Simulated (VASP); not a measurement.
# Rh (Fm-3m) in VASP: density of states with PBE

Aim: the density of states of Rh with PBE.

All numbers are computed with VASP 6.6.1; they aren't measurements. Logs are shortened: lines on timing, memory, paths and dates and some standing lists are left out, and cuts for length are marked.

**1. The cell of the first run**

It takes space group Fm-3m (No. 225, cubic). Conventional cell: a = 3.830 Å, b = 3.830 Å, c = 3.830 Å, α = 90.00°, β = 90.00°, γ = 90.00°. Within 3.6 Å of Rh (site symmetry m-3m) lie 12 Rh at 2.71 Å.

**2. Density of states, PBE**

The input, POSCAR:

```
Rh
1.0
    0.0000000000      1.9149890306      1.9149890306
    1.9149890306      0.0000000000      1.9149890306
    1.9149890306      1.9149890306      0.0000000000
Rh
1
Direct
    0.0000000000      0.0000000000      0.0000000000
```

The input, INCAR.step1:

```
PREC = Accurate ; ENCUT = 520
EDIFF = 1E-6 ; ISMEAR = 0
SIGMA = 0.1 ; LREAL = False
LASPH = True ; NELM = 100
ALGO = Normal ; ISIF = 2
LWAVE = False ; LCHARG = True
LMAXMIX = 4 ; GGA = PE
NBANDS = 14
```

The input, KPOINTS.step1:

```
Automatic mesh
0
Gamma
  18 18 18
```

The input, INCAR.step2:

```
PREC = Accurate ; ENCUT = 520
EDIFF = 1E-6 ; ISMEAR = -5
SIGMA = 0.1 ; LREAL = False
LASPH = True ; NELM = 100
ALGO = Normal ; ISIF = 2
LWAVE = False ; LCHARG = False
LMAXMIX = 4 ; GGA = PE
LORBIT = 11 ; NBANDS = 14
NEDOS = 2001 ; ICHARG = 11
```

The input, KPOINTS.step2:

```
Automatic mesh
0
Gamma
  27 27 27
```

Potentials or basis: VASP PAW PBE potentials, release 64 (Rh_pv).

Command:

```sh
cat potpaw_PBE.64/Rh_pv/POTCAR > POTCAR
cp INCAR.step1 INCAR
cp KPOINTS.step1 KPOINTS
mpirun -np 1 vasp_std > vasp.out
cp INCAR.step2 INCAR
cp KPOINTS.step2 KPOINTS
mpirun -np 1 vasp_std > vasp.out
```

OUTCAR:

```text
PREC = Accurate
   ENCUT = 520
   EDIFF = 1E-6
   ISMEAR = -5
   LREAL = False
   LASPH = True
   NELM = 100
   ISIF = 2
   GGA = PE
   LORBIT = 11
   ICHARG = 11

 ion  position               nearest neighbor table
   1  0.000  0.000  0.000-

  LATTYP: Found a face centered cubic cell.
 ALAT       =     3.8299780612

  Lattice vectors:

 A1 = (   0.0000000000,   1.9149890306,   1.9149890306)
 A2 = (   1.9149890306,   0.0000000000,   1.9149890306)
 A3 = (   1.9149890306,   1.9149890306,   0.0000000000)

Analysis of symmetry for initial positions (statically):
=====================================================================
 Subroutine PRICEL returns:
 Original cell was already a primitive cell.

 Routine SETGRP: Setting up the symmetry group for a
 face centered cubic supercell.

 Subroutine GETGRP returns: Found 48 space group operations
 (whereof 48 operations were pure point group operations)
 out of a pool of 48 trial point group operations.

The static configuration has the point symmetry O_h .

Analysis of symmetry for dynamics (positions and initial velocities):
=====================================================================
 Subroutine PRICEL returns:
 Original cell was already a primitive cell.

 Routine SETGRP: Setting up the symmetry group for a
 face centered cubic supercell.

 Subroutine GETGRP returns: Found 48 space group operations
 (whereof 48 operations were pure point group operations)
 out of a pool of 48 trial point group operations.

The dynamic configuration has the point symmetry O_h .

 Subroutine INISYM returns: Found 48 space group operations
 (whereof 48 operations are pure point group operations),
 and found     1 'primitive' translations

----------------------------------------------------------------------------------------

                                     Primitive cell

  volume of cell :      14.0452

  direct lattice vectors                    reciprocal lattice vectors
     0.000000000  1.914989031  1.914989031    -0.261098101  0.261098101  0.261098101
     1.914989031  0.000000000  1.914989031     0.261098101 -0.261098101  0.261098101
     1.914989031  1.914989031  0.000000000     0.261098101  0.261098101 -0.261098101

  length of vectors
     2.708203459  2.708203459  2.708203459     0.452235177  0.452235177  0.452235177

  position of ions in fractional coordinates (direct lattice)
     0.000000000  0.000000000  0.000000000

  ion indices of the primitive-cell ions
   primitive index   ion index
                 1           1

----------------------------------------------------------------------------------------

 KPOINTS: Automatic mesh

Automatic generation of k-mesh.
 Grid dimensions read from file:
 generate k-points for:   27   27   27

 Generating k-lattice:

  Cartesian coordinates                     Fractional coordinates (reciprocal lattice)
    -0.009670300  0.009670300  0.009670300     0.037037037  0.000000000  0.000000000
     0.009670300 -0.009670300  0.009670300     0.000000000  0.037037037  0.000000000
     0.009670300  0.009670300 -0.009670300     0.000000000  0.000000000  0.037037037

  Length of vectors
     0.016749451  0.016749451  0.016749451

  Shift w.r.t. Gamma in fractional coordinates (k-lattice)
     0.000000000  0.000000000  0.000000000

 TETIRR: Found   2653 inequivalent tetrahedra from   118098

 Subroutine IBZKPT returns following result:
 ===========================================

 Found    560 irreducible k-points:

 Following reciprocal coordinates:
            Coordinates               Weight
  0.000000  0.000000  0.000000      1.000000
  0.037037  0.000000  0.000000      8.000000
  0.074074  0.000000  0.000000      8.000000
  0.111111  0.000000  0.000000      8.000000
  0.148148  0.000000  0.000000      8.000000
  0.185185  0.000000  0.000000      8.000000
[... 16 lines left out ...]
  0.333333  0.037037  0.000000     24.000000
  0.370370  0.037037  0.000000     24.000000
 [... further k-points ...]
   k-points           NKPTS =    560   k-points in BZ     NKDIM =    560   number of bands    NBANDS=     14
   number of dos      NEDOS =   2001   number of ions     NIONS =      1
   total plane-waves  NPLWV =   8000
   dimension x,y,z NGX =    20 NGY =   20 NGZ =   20
   dimension x,y,z NGXF=    40 NGYF=   40 NGZF=   40
   ions per type =               1
   NGX,Y,Z   is equivalent  to a cutoff of  12.28, 12.28, 12.28 a.u.
   NGXF,Y,Z  is equivalent  to a cutoff of  24.55, 24.55, 24.55 a.u.
 SYSTEM =  unknown system
   PREC   = accura    normal or accurate (medium, high low for compatibility)
   ISTART =      0    job   : 0-new  1-cont  2-samecut
   ICHARG =     11    charge: 1-file 2-atom 10-const
   ISPIN  =      1    spin polarized calculation?
   LNONCOLLINEAR =      F non collinear calculations
   LSORBIT =      F    spin-orbit coupling
   LASPH  =      T    aspherical Exc in radial PAW
   ENCUT  =  520.0 eV  38.22 Ry    6.18 a.u.   5.04  5.04  5.04*2*pi/ulx,y,z
   NELM   =    100;   NELMIN=  2; NELMDL=  0     # of ELM steps
   EDIFF  = 0.1E-05   stopping-criterion for ELM
   LREAL  =      F    real-space projection
   EDIFFG = 0.1E-04   stopping-criterion for IOM
   NSW    =      0    number of steps for IOM
   IBRION =     -1    ionic relax: 0-MD 1-quasi-New 2-CG
   NFREE  =      0    steps in history (QN), initial steepest desc. (CG)
   ISIF   =      2    stress and relaxation
   ISYM   =      2    0-nonsym 1-usesym 2-fastsym
   POTIM  = 0.5000    time-step for ionic-motion
   TEBEG  =    0.0;   TEEND  =   0.0 temperature during run
   PSTRESS=    0.0 pullay stress
   NELECT =      15.0000    total number of electrons
   NUPDOWN=      -1.0000    fix difference up-down
   EMIN   =  10.00;   EMAX   =-10.00  energy-range for DOS
   EFERMI =   0.00;   METHOD = LEGACY
   ISMEAR =    -5;   SIGMA  =   0.10  broadening in eV -4-tet -1-fermi 0-gaus
   EFERMI_NEDOS =   21; number of points for ismear=-14 and -15
   IALGO  =     38    algorithm
   IMIX   =      4    mixing-type and parameters
     AMIX     =   0.40;   BMIX     =  1.00
     AMIX_MAG =   1.60;   BMIX_MAG =  1.00
  volume/ion in A,a.u.               =      14.05        94.78
  Fermi-wavevector in a.u.,A,eV,Ry     =   1.673384  3.162237 38.099227  2.800214
  Thomas-Fermi vector in A             =   2.758365
   LORBIT       =     11    0 simple, 1 ext, 2 COOP (PROOUT), +10 PAW based schemes
   GGA     = PE    functional components
   LHFCALC =     F    Hartree Fock is set to
   AEXX    =    0.0000 exact exchange contribution
   IVDW    =     0    specifies the selected vdW correction
   LEPSILON=     F    determine dielectric tensor
   LRPA    =     F    only Hartree local field effects (RPA)
 non-spin polarized calculation
 Fermi weights with tetrahedron method with Bloechl corrections
  energy-cutoff  :      520.00
  volume of cell :       14.05
 maximum number of plane-waves:       388

 number of electron      15.0000003 magnetization

 Free energy of the ion-electron system (eV)
  ---------------------------------------------------
  ext. energy  EPLUGINS =         0.00000000
  ---------------------------------------------------
  free energy    TOTEN  =        -7.25837751 eV

  energy without entropy =       -7.25837751  energy(sigma->0) =       -7.25837751

 E-fermi :  11.5101     XC(G=0): -13.8952

 val. band max:       11.5715122791   @ k =   0.3704   0.3704   0.0000
 cond. band min:      11.4891239553   @ k =   0.3333   0.1111   0.0000
 fundamental gap:     -0.0823883239
 Fermi energy:        11.5100753757

 k-point     1 :       0.0000    0.0000    0.0000
  band No.  band energies     occupation
      1     -34.8327      2.00000
      2     -34.8327      2.00000
      3     -34.8327      2.00000
      4       3.7141      2.00000
      5       8.5355      2.00000
      6       8.5355      2.00000
      7       8.5355      2.00000
      8      10.5509      2.00000
      9      10.5509      2.00000
     10      27.5257      0.00000
     11      32.0988      0.00000
     12      32.8653      0.00000
     13      32.8653      0.00000
     14      32.8653      0.00000

 k-point     2 :       0.0370    0.0000    0.0000
  band No.  band energies     occupation
      1     -34.8421      2.00000
      2     -34.8340      2.00000
      3     -34.8340      2.00000
      4       3.7686      2.00000
      5       8.5112      2.00000
      6       8.5570      2.00000
      7       8.5570      2.00000
      8      10.5387      2.00000
      9      10.5387      2.00000
     10      27.6040      0.00000
     11      32.0973      0.00000
     12      32.5309      0.00000
     13      32.9435      0.00000
     14      32.9435      0.00000

 k-point     3 :       0.0741    0.0000    0.0000
  band No.  band energies     occupation
      1     -34.8700      2.00000
      2     -34.8377      2.00000
      3     -34.8377      2.00000
      4       3.9295      2.00000
      5       8.4435      2.00000
      6       8.6178      2.00000
      7       8.6178      2.00000
      8      10.5065      2.00000
      9      10.5065      2.00000
     10      27.8275      0.00000
     11      31.7183      0.00000
     12      32.1007      0.00000
     13      33.1746      0.00000
     14      33.1746      0.00000
[... 324 lines left out ...]
 k-point    23 :       0.3333    0.0370    0.0000
  band No.  band energies     occupation
      1     -35.3225      2.00000
      2     -34.9087      2.00000
      3     -34.8997      2.00000
      4       5.7618      2.00000
      5       8.7074      2.00000
      6       8.7908      2.00000
      7       9.2337      2.00000
      8      11.1614      2.02820
      9      11.3564      1.73137
     10      24.1793      0.00000
     11      28.3753      0.00000
     12      32.0984      0.00000
     13      34.2043      0.00000
     14      35.4210      0.00000

 k-point    24 :       0.3704    0.0370    0.0000
  band No.  band energies     occupation
      1     -35.3873      2.00000
      2     -34.9170      2.00000
      3     -34.9101      2.00000
      4       5.7466      2.00000
      5       8.6124      2.00000
      6       8.7014      2.00000
      7       9.8932      2.00000
      8      11.5353      1.10213
      9      11.6074      0.08253
     10      22.9535      0.00000
     11      27.9391      0.00000
     12      32.0985      0.00000
     13      33.6130      0.00000
     14      34.5063      0.00000

 [... further k-points ...]

------------------------ aborting loop because EDIFF is reached ----------------------------------------

  FORCE on cell =-STRESS in cart. coord.  units (eV):
  Direction    XX          YY          ZZ          XY          YZ          ZX
  --------------------------------------------------------------------------------------
  -------------------------------------------------------------------------------------
  Total       -0.0042805     -0.0042805     -0.0042805      0.0000000      0.0000000     -0.0000000
  in kB       -0.4882936     -0.4882936     -0.4882936      0.0000000      0.0000000     -0.0000000
  external PRESSURE =      -0.4882936 kB  Pullay stress =       0.0000000 kB

 VOLUME and BASIS-vectors are now :
 -----------------------------------------------------------------------------
  energy-cutoff  :      520.00
  volume of cell :       14.05
      direct lattice vectors                 reciprocal lattice vectors
     0.000000000  1.914989031  1.914989031    -0.261098101  0.261098101  0.261098101
     1.914989031  0.000000000  1.914989031     0.261098101 -0.261098101  0.261098101
     1.914989031  1.914989031  0.000000000     0.261098101  0.261098101 -0.261098101

 POSITION                                       TOTAL-FORCE (eV/Angst)
 -----------------------------------------------------------------------------------
      0.00000      0.00000      0.00000         0.000000      0.000000      0.000000
 -----------------------------------------------------------------------------------
    total drift:                                0.000000      0.000000      0.000000

  FREE ENERGIE OF THE ION-ELECTRON SYSTEM (eV)
  ---------------------------------------------------
  free  energy   TOTEN  =        -7.2583775057 eV

  energy  without entropy=       -7.2583775057  energy(sigma->0) =       -7.25837751

 total charge

# of ion       s       p       d       tot
------------------------------------------
    1        0.404   6.287   7.057  13.748
```

Run time: 40 s. Hardware: 1 thread of Intel Xeon Platinum 8488C (Sapphire Rapids), shared host; peak memory 0.2 GiB.

What came out:

```
Valence electrons inside the program's atomic spheres : Rh 13.75
```

Caveat: tetrahedron occupations give inexact forces and stress in metals.
